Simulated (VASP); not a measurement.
# In (Im-3m) in VASP: a series of runs

The runs below take In through single point, with r2SCAN.

All numbers are computed with VASP 6.6.1; they aren't measurements. Logs are shortened: lines on timing, memory, paths and dates and some standing lists are left out, and cuts for length are marked.

## Step 1: The cell of the first run

Symmetry: Im-3m, No. 229, cubic system. Conventional cell: a = 3.766 Å, b = 3.766 Å, c = 3.766 Å, α = 90.00°, β = 90.00°, γ = 90.00°. In (site symmetry m-3m) has 14 In at 3.26 to 3.77 Å within 4.3 Å.

This isn't the form of In at room conditions, which is tetragonal.

## Step 2: Single point, r2SCAN (26.72 Å³/atom)

POSCAR reads:

```
In
1.0
   -1.8832223129      1.8832223129      1.8832223129
    1.8832223129     -1.8832223129      1.8832223129
    1.8832223129      1.8832223129     -1.8832223129
In
1
Direct
    0.0000000000      0.0000000000      0.0000000000
```

INCAR.step1 reads:

```
SYSTEM = In
ALGO = Normal
EDIFF = 1E-4
ENCUT = 520
GGA = PE
ISMEAR = 0
LASPH = .TRUE.
LCHARG = .FALSE.
LREAL = .FALSE.
LWAVE = .TRUE.
NBANDS = 12
NELM = 100
PREC = Accurate
SIGMA = 0.05
```

INCAR.step2 reads:

```
SYSTEM = In
ALGO = Normal
EDIFF = 1E-7
ENCUT = 520
ISIF = 2
ISMEAR = 0
ISTART = 1
LASPH = .TRUE.
LCHARG = .FALSE.
LMIXTAU = .TRUE.
LREAL = .FALSE.
LWAVE = .FALSE.
METAGGA = R2SCAN
NBANDS = 12
NELM = 100
PREC = Accurate
SIGMA = 0.05
```

KPOINTS reads:

```
k-points
0
G
  16 16 16
  0 0 0
```

Potentials or basis: VASP PAW PBE potentials, release 64 (In_d).

Started as:

```console
> cat potpaw_PBE.64/In_d/POTCAR > POTCAR
> cp INCAR.step1 INCAR
> mpirun -np 1 vasp_std > vasp.out
> cp INCAR.step2 INCAR
> mpirun -np 1 vasp_std > vasp.out
```

OUTCAR:

```text
SYSTEM = In
   EDIFF = 1E-7
   ENCUT = 520
   ISIF = 2
   ISMEAR = 0
   ISTART = 1
   LASPH = .TRUE.
   LREAL = .FALSE.
   METAGGA = R2SCAN
   NELM = 100
   PREC = Accurate

 ion  position               nearest neighbor table
   1  0.000  0.000  0.000-

  LATTYP: Found a body centered cubic cell.
 ALAT       =     3.7664446258

  Lattice vectors:

 A1 = (  -1.8832223129,   1.8832223129,   1.8832223129)
 A2 = (   1.8832223129,  -1.8832223129,   1.8832223129)
 A3 = (   1.8832223129,   1.8832223129,  -1.8832223129)

Analysis of symmetry for initial positions (statically):
=====================================================================
 Subroutine PRICEL returns:
 Original cell was already a primitive cell.

 Routine SETGRP: Setting up the symmetry group for a
 body centered cubic supercell.

 Subroutine GETGRP returns: Found 48 space group operations
 (whereof 48 operations were pure point group operations)
 out of a pool of 48 trial point group operations.

The static configuration has the point symmetry O_h .

Analysis of symmetry for dynamics (positions and initial velocities):
=====================================================================
 Subroutine PRICEL returns:
 Original cell was already a primitive cell.

 Routine SETGRP: Setting up the symmetry group for a
 body centered cubic supercell.

 Subroutine GETGRP returns: Found 48 space group operations
 (whereof 48 operations were pure point group operations)
 out of a pool of 48 trial point group operations.

The dynamic configuration has the point symmetry O_h .

 Subroutine INISYM returns: Found 48 space group operations
 (whereof 48 operations are pure point group operations),
 and found     1 'primitive' translations

----------------------------------------------------------------------------------------

                                     Primitive cell

  volume of cell :      26.7156

  direct lattice vectors                    reciprocal lattice vectors
    -1.883222313  1.883222313  1.883222313     0.000000000  0.265502377  0.265502377
     1.883222313 -1.883222313  1.883222313     0.265502377  0.000000000  0.265502377
     1.883222313  1.883222313 -1.883222313     0.265502377  0.265502377  0.000000000

  length of vectors
     3.261836728  3.261836728  3.261836728     0.375477062  0.375477062  0.375477062

  position of ions in fractional coordinates (direct lattice)
     0.000000000  0.000000000  0.000000000

  ion indices of the primitive-cell ions
   primitive index   ion index
                 1           1

----------------------------------------------------------------------------------------

 KPOINTS: k-points

Automatic generation of k-mesh.
 Grid dimensions read from file:
 generate k-points for:   16   16   16

 Generating k-lattice:

  Cartesian coordinates                     Fractional coordinates (reciprocal lattice)
     0.000000000  0.016593899  0.016593899     0.062500000  0.000000000  0.000000000
     0.016593899  0.000000000  0.016593899     0.000000000  0.062500000  0.000000000
     0.016593899  0.016593899  0.000000000     0.000000000  0.000000000  0.062500000

  Length of vectors
     0.023467316  0.023467316  0.023467316

  Shift w.r.t. Gamma in fractional coordinates (k-lattice)
     0.000000000  0.000000000  0.000000000

 Subroutine IBZKPT returns following result:
 ===========================================

 Found    145 irreducible k-points:

 Following reciprocal coordinates:
            Coordinates               Weight
  0.000000  0.000000  0.000000      1.000000
  0.062500  0.000000  0.000000     12.000000
  0.125000  0.000000  0.000000     12.000000
  0.187500  0.000000  0.000000     12.000000
  0.250000  0.000000  0.000000     12.000000
  0.312500  0.000000  0.000000     12.000000
[... 16 lines left out ...]
  0.187500  0.187500  0.000000     24.000000
  0.250000  0.187500  0.000000     48.000000
 [... further k-points ...]
   k-points           NKPTS =    145   k-points in BZ     NKDIM =    145   number of bands    NBANDS=     12
   number of dos      NEDOS =    301   number of ions     NIONS =      1
   total plane-waves  NPLWV =  13824
   dimension x,y,z NGX =    24 NGY =   24 NGZ =   24
   dimension x,y,z NGXF=    48 NGYF=   48 NGZF=   48
   ions per type =               1
   NGX,Y,Z   is equivalent  to a cutoff of  12.23, 12.23, 12.23 a.u.
   NGXF,Y,Z  is equivalent  to a cutoff of  24.46, 24.46, 24.46 a.u.
 SYSTEM =  In
   PREC   = accura    normal or accurate (medium, high low for compatibility)
   ISTART =      1    job   : 0-new  1-cont  2-samecut
   ICHARG =      0    charge: 1-file 2-atom 10-const
   ISPIN  =      1    spin polarized calculation?
   LNONCOLLINEAR =      F non collinear calculations
   LSORBIT =      F    spin-orbit coupling
   LASPH  =      T    aspherical Exc in radial PAW
   ENCUT  =  520.0 eV  38.22 Ry    6.18 a.u.   6.06  6.06  6.06*2*pi/ulx,y,z
   NELM   =    100;   NELMIN=  2; NELMDL=  0     # of ELM steps
   EDIFF  = 0.1E-06   stopping-criterion for ELM
   LREAL  =      F    real-space projection
   EDIFFG = 0.1E-05   stopping-criterion for IOM
   NSW    =      0    number of steps for IOM
   IBRION =     -1    ionic relax: 0-MD 1-quasi-New 2-CG
   NFREE  =      0    steps in history (QN), initial steepest desc. (CG)
   ISIF   =      2    stress and relaxation
   ISYM   =      2    0-nonsym 1-usesym 2-fastsym
   POTIM  = 0.5000    time-step for ionic-motion
   TEBEG  =    0.0;   TEEND  =   0.0 temperature during run
   PSTRESS=    0.0 pullay stress
   NELECT =      13.0000    total number of electrons
   NUPDOWN=      -1.0000    fix difference up-down
   EMIN   =  10.00;   EMAX   =-10.00  energy-range for DOS
   EFERMI =   0.00;   METHOD = LEGACY
   ISMEAR =     0;   SIGMA  =   0.05  broadening in eV -4-tet -1-fermi 0-gaus
   EFERMI_NEDOS =   21; number of points for ismear=-14 and -15
   IALGO  =     38    algorithm
   IMIX   =      4    mixing-type and parameters
     AMIX     =   0.40;   BMIX     =  1.00
     AMIX_MAG =   1.60;   BMIX_MAG =  1.00
  volume/ion in A,a.u.               =      26.72       180.29
  Fermi-wavevector in a.u.,A,eV,Ry     =   1.287659  2.433324 22.559370  1.658067
  Thomas-Fermi vector in A             =   2.419660
   LORBIT       =      0    0 simple, 1 ext, 2 COOP (PROOUT), +10 PAW based schemes
   METAGGA = R2SCAN    functional components
   LHFCALC =     F    Hartree Fock is set to
   AEXX    =    0.0000 exact exchange contribution
   IVDW    =     0    specifies the selected vdW correction
   LEPSILON=     F    determine dielectric tensor
   LRPA    =     F    only Hartree local field effects (RPA)
 non-spin polarized calculation
 Gauss-broadening in eV      SIGMA  =   0.05
  energy-cutoff  :      520.00
  volume of cell :       26.72
 maximum number of plane-waves:       736
   NGX = 13   NGY = 13   NGZ = 13

 number of electron      13.0000006 magnetization

 Free energy of the ion-electron system (eV)
  ---------------------------------------------------
  ext. energy  EPLUGINS =         0.00000000
  ---------------------------------------------------
  free energy    TOTEN  =       -22.54669694 eV

  energy without entropy =      -22.54536966  energy(sigma->0) =      -22.54603330

 E-fermi :   7.2611     XC(G=0): -10.9621

 val. band max:        7.2570283911   @ k =   0.5000   0.5000   0.4375
 cond. band min:       7.2842082446   @ k =   0.3125   0.2500   0.1250
 fundamental gap:      0.0271798535
 Fermi energy:         7.2611350073

 k-point     1 :       0.0000    0.0000    0.0000
  band No.  band energies     occupation
      1      -8.0055      2.00000
      2      -8.0054      2.00000
      3      -8.0054      2.00000
      4      -7.7233      2.00000
      5      -7.7233      2.00000
      6      -2.6227      2.00000
      7      18.7585      0.00000
      8      18.7585      0.00000
      9      18.7585      0.00000
     10      20.9661      0.00000
     11      20.9661      0.00000
     12      20.9661      0.00000

 k-point     2 :       0.0625    0.0000    0.0000
  band No.  band energies     occupation
      1      -8.0098      2.00000
      2      -8.0014      2.00000
      3      -7.9891      2.00000
      4      -7.7279      2.00000
      5      -7.7235      2.00000
      6      -2.5289      2.00000
      7      17.7715      0.00000
      8      18.2679      0.00000
      9      18.5467      0.00000
     10      20.2569      0.00000
     11      20.5217      0.00000
     12      20.8363      0.00000

 k-point     3 :       0.1250    0.0000    0.0000
  band No.  band energies     occupation
      1      -8.0220      2.00000
      2      -7.9916      2.00000
      3      -7.9419      2.00000
      4      -7.7401      2.00000
      5      -7.7242      2.00000
      6      -2.2460      2.00000
      7      15.6616      0.00000
      8      17.2667      0.00000
      9      17.9481      0.00000
     10      19.5973      0.00000
     11      19.8040      0.00000
     12      20.8745      0.00000

 k-point     4 :       0.1875    0.0000    0.0000
  band No.  band energies     occupation
      1      -8.0404      2.00000
      2      -7.9830      2.00000
      3      -7.8704      2.00000
      4      -7.7543      2.00000
      5      -7.7252      2.00000
      6      -1.7702      2.00000
      7      13.3669      0.00000
      8      16.2056      0.00000
      9      17.1813      0.00000
     10      19.0601      0.00000
     11      19.1491      0.00000
     12      21.2618      0.00000

 k-point     5 :       0.2500    0.0000    0.0000
  band No.  band energies     occupation
      1      -8.0619      2.00000
      2      -7.9843      2.00000
      3      -7.7845      2.00000
      4      -7.7626      2.00000
      5      -7.7261      2.00000
      6      -1.0980      2.00000
      7      11.1286      0.00000
      8      15.2420      0.00000
      9      16.4443      0.00000
     10      18.6082      0.00000
     11      18.6211      0.00000
     12      21.9145      0.00000
[... 228 lines left out ...]
      1      -8.0912      2.00000
      2      -8.0050      2.00000
      3      -7.7496      2.00000
      4      -7.7406      2.00000
      5      -7.5994      2.00000
      6       2.3535      2.00000
      7       5.5360      2.00000
      8      11.4103      0.00000
      9      14.2199      0.00000
     10      18.5442      0.00000
     11      20.8679      0.00000
     12      23.2237      0.00000

 k-point    22 :       0.4375    0.1250    0.0000
  band No.  band energies     occupation
      1      -8.0948      2.00000
      2      -8.0094      2.00000
      3      -7.7440      2.00000
      4      -7.7426      2.00000
      5      -7.5854      2.00000
      6       3.4315      2.00000
      7       4.2821      2.00000
      8      11.3014      0.00000
      9      14.1262      0.00000
     10      18.4865      0.00000
     11      20.8186      0.00000
     12      24.2844      0.00000

 k-point    23 :       0.1875    0.1875    0.0000
  band No.  band energies     occupation
      1      -8.0550      2.00000
      2      -7.9745      2.00000
      3      -7.7747      2.00000
      4      -7.7513      2.00000
      5      -7.7024      2.00000
      6      -0.0359      2.00000
      7      10.0604      0.00000
      8      11.3417      0.00000
      9      14.9228      0.00000
     10      19.9696      0.00000
     11      20.0388      0.00000
     12      23.1912      0.00000

 k-point    24 :       0.2500    0.1875    0.0000
  band No.  band energies     occupation
      1      -8.0654      2.00000
      2      -7.9658      2.00000
      3      -7.7686      2.00000
      4      -7.7542      2.00000
      5      -7.6649      2.00000
      6       0.9273      2.00000
      7       8.4380      0.00000
      8      10.3807      0.00000
      9      14.4175      0.00000
     10      19.6451      0.00000
     11      20.7848      0.00000
     12      23.4518      0.00000

 [... further k-points ...]
[... 5 lines left out ...]
  --------------------------------------------------------------------------------------
  -------------------------------------------------------------------------------------
  Total       -0.0008386     -0.0008386     -0.0008386     -0.0000000      0.0000000      0.0000000
  in kB       -0.0502892     -0.0502892     -0.0502892     -0.0000000      0.0000000      0.0000000
  external PRESSURE =      -0.0502892 kB  Pullay stress =       0.0000000 kB

 VOLUME and BASIS-vectors are now :
 -----------------------------------------------------------------------------
  energy-cutoff  :      520.00
  volume of cell :       26.72
      direct lattice vectors                 reciprocal lattice vectors
    -1.883222313  1.883222313  1.883222313     0.000000000  0.265502377  0.265502377
     1.883222313 -1.883222313  1.883222313     0.265502377  0.000000000  0.265502377
     1.883222313  1.883222313 -1.883222313     0.265502377  0.265502377  0.000000000

 POSITION                                       TOTAL-FORCE (eV/Angst)
 -----------------------------------------------------------------------------------
      0.00000      0.00000      0.00000         0.000000     -0.000000     -0.000000
 -----------------------------------------------------------------------------------
    total drift:                               -0.000000     -0.000000      0.000000

  FREE ENERGIE OF THE ION-ELECTRON SYSTEM (eV)
  ---------------------------------------------------
  free  energy   TOTEN  =       -22.5466969385 eV

  energy  without entropy=      -22.5453696583  energy(sigma->0) =      -22.54603330
```

It took 2 min on 1 thread of AMD EPYC 7R13 (Zen 3), shared host; peak memory 0.14 GiB.

What came out:

```
Free energy            : -22.5467 eV
Pressure               : 0.0 GPa
Band gap on the k mesh : zero (an odd number of electrons rules out a gap without spin polarisation)
```

Levels at points of the mesh, in eV from the Fermi level:
```csv
k point,band 3,band 4,band 5,band 6,band 7,band 8,band 9,band 10
"(0.00, 0.00, 0.00)",-15.27,-14.98,-14.98,-9.88,11.50,11.50,11.50,13.70
"(0.50, 0.00, 0.00)",-15.00,-14.99,-14.81,-4.05,-3.31,6.09,7.73,10.40
"(0.50, 0.50, 0.50)",-14.86,-14.86,-14.86,1.16,1.25,1.25,1.25,5.54
```

Caveat: the PAW data sets were made with another functional, which shifts forces and pressure a little; spin-orbit coupling is left out, which moves the levels of the heavy elements.

[end of part 1 of 2]
